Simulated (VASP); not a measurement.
# S (a cell with a defect) in VASP: single point with PBE+D3(BJ)

Aim: the single point of S (a cell with a defect) with PBE+D3(BJ).

Program: VASP 6.6.1. These are calculated values, not measurements. Logs are shortened: lines on timing, memory, paths and dates and some standing lists are left out, and cuts for length are marked.

### Step 1. The cell of the first run

The cell holds a defect, 15 atoms: a = 23.801 Å, b = 23.801 Å, c = 26.483 Å, α = 116.70°, β = 116.70°, γ = 90.00°.

### Step 2. Single point, PBE+D3(BJ) (atoms taken out, then relaxed in part)

INCAR reads:

```
PREC     = Accurate       # precision mode
ENCUT    = 520            # plane-wave cutoff, eV
EDIFF    = 1E-7           # SCF threshold, eV
ISMEAR   = 0              # smearing method
SIGMA    = 0.05           # smearing width, eV
LREAL    = Auto         
LASPH    = True           # aspherical terms in the spheres
NELM     = 100            # most SCF steps
ALGO     = Normal         # electronic algorithm
ISIF     = 2              # what is computed and relaxed
LWAVE    = False          # write WAVECAR
LCHARG   = False          # write CHGCAR
GGA      = PE             # functional
IVDW     = 12             # dispersion correction
NBANDS   = 58             # bands
```

KPOINTS reads:

```
Automatic mesh
0
Gamma
  1 1 1
```

POSCAR reads:

```
S
1.0
  -16.8298319424    -16.8298319424      0.0000000000
  -16.8298319424     16.8298319424      0.0000000000
   16.8298319424      0.0000000000    -20.4474802137
S
15
Direct
    0.8616775084      0.3409809187      0.5881470553
    0.3626320746      0.8626097964      0.5838495674
    0.3680619596      0.7680762996      0.5361525992
    0.7711204615      0.3360637401      0.5285599904
    0.2680988091      0.8680405549      0.5361533379
    0.8616775084      0.2471661366      0.5881470553
    0.3626320746      0.7212397710      0.5838495674
    0.7215739670      0.3607302725      0.5828389124
    0.2212617592      0.8626095361      0.5838495472
    0.7711204615      0.1924962503      0.5285599904
    0.2680988091      0.6681127829      0.5361533379
    0.6630335162      0.2723731110      0.5447462220
    0.1681344647      0.7680762901      0.5361525802
    0.7215739670      0.2221086399      0.5828389124
    0.2212617592      0.7212400111      0.5838495472
```

Potentials or basis: VASP PAW PBE potentials, release 64 (S).

Started as:

```sh
$ cat potpaw_PBE.64/S/POTCAR > POTCAR
$ mpirun -np 1 vasp_gam > vasp.out
```

OUTCAR:

```text
PREC = Accurate
   ENCUT = 520
   EDIFF = 1E-7
   ISMEAR = 0
   LREAL = Auto
   LASPH = True
   NELM = 100
   ISIF = 2
   GGA = PE
   IVDW = 12
 IVDW          = 12

 ion  position               nearest neighbor table
   1  0.862  0.341  0.588-   4 1.98   6 2.23
   2  0.363  0.863  0.584-   5 2.07   3 2.07
   3  0.368  0.768  0.536-   7 2.07   2 2.07
   4  0.771  0.336  0.529-   1 1.98   8 2.14
   5  0.268  0.868  0.536-   2 2.07   9 2.07
   6  0.862  0.247  0.588-  10 1.98   1 2.23
   7  0.363  0.721  0.584-  11 2.07   3 2.07
   8  0.722  0.361  0.583-  12 2.05   4 2.14
   9  0.221  0.863  0.584-  13 2.07   5 2.07
  10  0.771  0.192  0.529-   6 1.98  14 2.14
  11  0.268  0.668  0.536-   7 2.07  15 2.07
  12  0.663  0.272  0.545-   8 2.05  14 2.05
  13  0.168  0.768  0.536-  15 2.07   9 2.07
  14  0.722  0.222  0.583-  12 2.05  10 2.14
  15  0.221  0.721  0.584-  13 2.07  11 2.07

  LATTYP: Found a body centered tetragonal cell.
 ALAT       =    23.8009765854
 C/A-ratio  =     1.7182051451

  Lattice vectors:

 A1 = (   0.0000000000, -16.8298319424,  20.4474802137)
 A2 = (   0.0000000000,  16.8298319424,  20.4474802137)
 A3 = ( -16.8298319424,   0.0000000000, -20.4474802137)

Analysis of symmetry for initial positions (statically):
=====================================================================
 Subroutine PRICEL returns:
 Original cell was already a primitive cell.

 Routine SETGRP: Setting up the symmetry group for a
 body centered tetragonal supercell.

 Subroutine GETGRP returns: Found  2 space group operations
 (whereof  2 operations were pure point group operations)
 out of a pool of 16 trial point group operations.

The static configuration has the point symmetry C_1h.

Analysis of symmetry for dynamics (positions and initial velocities):
=====================================================================
 Subroutine PRICEL returns:
 Original cell was already a primitive cell.

 Routine SETGRP: Setting up the symmetry group for a
 body centered tetragonal supercell.

[... 114 lines left out ...]
   POTIM  = 0.5000    time-step for ionic-motion
   TEBEG  =    0.0;   TEEND  =   0.0 temperature during run
   PSTRESS=    0.0 pullay stress
   NELECT =      90.0000    total number of electrons
   NUPDOWN=      -1.0000    fix difference up-down
   EMIN   =  10.00;   EMAX   =-10.00  energy-range for DOS
   EFERMI =   0.00;   METHOD = LEGACY
   ISMEAR =     0;   SIGMA  =   0.05  broadening in eV -4-tet -1-fermi 0-gaus
   EFERMI_NEDOS =   21; number of points for ismear=-14 and -15
   IALGO  =     38    algorithm
   IMIX   =      4    mixing-type and parameters
     AMIX     =   0.40;   BMIX     =  1.00
     AMIX_MAG =   1.60;   BMIX_MAG =  1.00
  volume/ion in A,a.u.               =     772.21      5211.16
  Fermi-wavevector in a.u.,A,eV,Ry     =   0.324249  0.612743  1.430485  0.105138
  Thomas-Fermi vector in A             =   1.214209
   LORBIT       =      0    0 simple, 1 ext, 2 COOP (PROOUT), +10 PAW based schemes
   GGA     = PE    functional components
   LHFCALC =     F    Hartree Fock is set to
   AEXX    =    0.0000 exact exchange contribution
   IVDW    =    12    specifies the selected vdW correction
   LEPSILON=     F    determine dielectric tensor
   LRPA    =     F    only Hartree local field effects (RPA)
 non-spin polarized calculation
 Gauss-broadening in eV      SIGMA  =   0.05
  energy-cutoff  :      520.00
  volume of cell :    11583.22
 maximum number of plane-waves:    155957
 NGX is ok and might be reduce to   180
   NGX = 89   NGY = 89   NGZ = 99

 number of electron      89.9999998 magnetization

 Free energy of the ion-electron system (eV)
  ---------------------------------------------------
  ext. energy  EPLUGINS =         0.00000000
  ---------------------------------------------------
  free energy    TOTEN  =       -61.57181201 eV

  energy without entropy =      -61.57181201  energy(sigma->0) =      -61.57181201

 E-fermi :  -5.4630     XC(G=0):  -0.4830

 val. band max:       -5.7321105491   @ k =   0.0000   0.0000   0.0000
 cond. band min:      -2.8905144636   @ k =   0.0000   0.0000   0.0000
 fundamental gap:      2.8415960854
 Fermi energy:        -5.4630407418

 k-point     1 :       0.0000    0.0000    0.0000
  band No.  band energies     occupation
      1     -21.6902      2.00000
      2     -21.6385      2.00000
      3     -20.8446      2.00000
      4     -20.8446      2.00000
      5     -20.6313      2.00000
      6     -20.5539      2.00000
[... 49 lines left out ...]
     56      -1.6570      0.00000
     57      -1.5351      0.00000
 [bands above 57 left out]

------------------------ aborting loop because EDIFF is reached ----------------------------------------

 Edisp (eV)   -1.10312

 E8    (eV) :    -0.4548

  FORCE on cell =-STRESS in cart. coord.  units (eV):
  Direction    XX          YY          ZZ          XY          YZ          ZX
  --------------------------------------------------------------------------------------
  -------------------------------------------------------------------------------------
  Total      -1.40458    -1.40458    -0.81277    -0.10948    -0.13292    -0.13292
  in kB      -0.19428    -0.19428    -0.11242    -0.01514    -0.01839    -0.01839
  external pressure =       -0.17 kB  Pullay stress =        0.00 kB

 VOLUME and BASIS-vectors are now :
 -----------------------------------------------------------------------------
  energy-cutoff  :      520.00
  volume of cell :    11583.22
      direct lattice vectors                 reciprocal lattice vectors
   -16.829831942-16.829831942  0.000000000    -0.029709150 -0.029709150 -0.024452891
   -16.829831942 16.829831942  0.000000000    -0.029709150  0.029709150 -0.024452891
    16.829831942  0.000000000-20.447480214     0.000000000  0.000000000 -0.048905782

 POSITION                                       TOTAL-FORCE (eV/Angst)
 -----------------------------------------------------------------------------------
    -10.34212     -8.76324    -12.02613         0.081740      0.073523      0.086926
    -10.79452      8.41454    -11.93825         0.073107      0.000651      0.086820
    -10.09766      6.73217    -10.96297         0.052192      0.052192     -0.087392
     -9.73815     -7.32193    -10.80772         0.012943     -0.059966     -0.127564
    -10.09766     10.09692    -10.96298         0.052283     -0.052172     -0.087292
     -8.76324    -10.34212    -12.02613         0.073523      0.081740      0.086926
     -8.41529      6.03531    -11.93825         0.000651      0.073107      0.086820
     -8.40592     -6.07294    -11.91759         0.043732     -0.078455      0.080404
     -8.41528     10.79378    -11.93825         0.000394     -0.074314      0.088189
     -7.32193     -9.73815    -10.80772        -0.059966      0.012943     -0.127564
     -6.73291      6.73217    -10.96298        -0.052172      0.052283     -0.087292
     -6.57475     -6.57475    -11.13869        -0.073724     -0.073724     -0.080730
     -6.73291     10.09692    -10.96297        -0.051936     -0.051936     -0.086842
     -6.07294     -8.40592    -11.91759        -0.078455      0.043732      0.080404
     -6.03606      8.41455    -11.93825        -0.074314      0.000394      0.088189
 -----------------------------------------------------------------------------------
    total drift:                               -0.003130     -0.003125     -0.003552

  FREE ENERGIE OF THE ION-ELECTRON SYSTEM (eV)
  ---------------------------------------------------
  free  energy   TOTEN  =       -62.6749299513 eV

  energy  without entropy=      -62.6749299513  energy(sigma->0) =      -62.67492995
```

stdout:

```text
POSCAR found type information on POSCAR S
 POSCAR found :  1 types and      15 ions
 scaLAPACK will be used
 LDA part: xc-table for (Slater+PW92), standard interpolation
 POSCAR, INCAR and KPOINTS ok, starting setup
 FFT: planning ... GRIDC
 FFT: planning ... GRID_SOFT
 FFT: planning ... GRID
 WAVECAR not read
 entering main loop
```

Run time: 36 min. Hardware: 1 thread of Intel Xeon 6975P-C (Granite Rapids), shared host; peak memory 7.9 GiB.

Results:

| Item | Value |
| --- | --- |
| Free energy | -62.6749 eV |
| Pressure | 0.0 GPa |
| Largest force | 0.142 eV/Å |
| Dispersion energy per atom | -0.074 eV |

Forces on the atoms (eV/Å):
```
S    0.082  0.074  0.087
S    0.073  0.001  0.087
S    0.052  0.052 -0.087
S    0.013 -0.060 -0.128
S    0.052 -0.052 -0.087
S    0.074  0.082  0.087
S    0.001  0.073  0.087
S    0.044 -0.078  0.080
S    0.000 -0.074  0.088
S   -0.060  0.013 -0.128
S   -0.052  0.052 -0.087
S   -0.074 -0.074 -0.081
S   -0.052 -0.052 -0.087
S   -0.078  0.044  0.080
S   -0.074  0.000  0.088
```

Levels at points of the mesh, in eV from the Fermi level:
```
           k point  band 43  band 44  band 45  band 46  band 47  band 48
(0.00, 0.00, 0.00)    -0.78    -0.58    -0.27     2.57     2.57     2.65
```

Caveat: the cell differs from its parent crystal (atoms taken out, then relaxed in part).
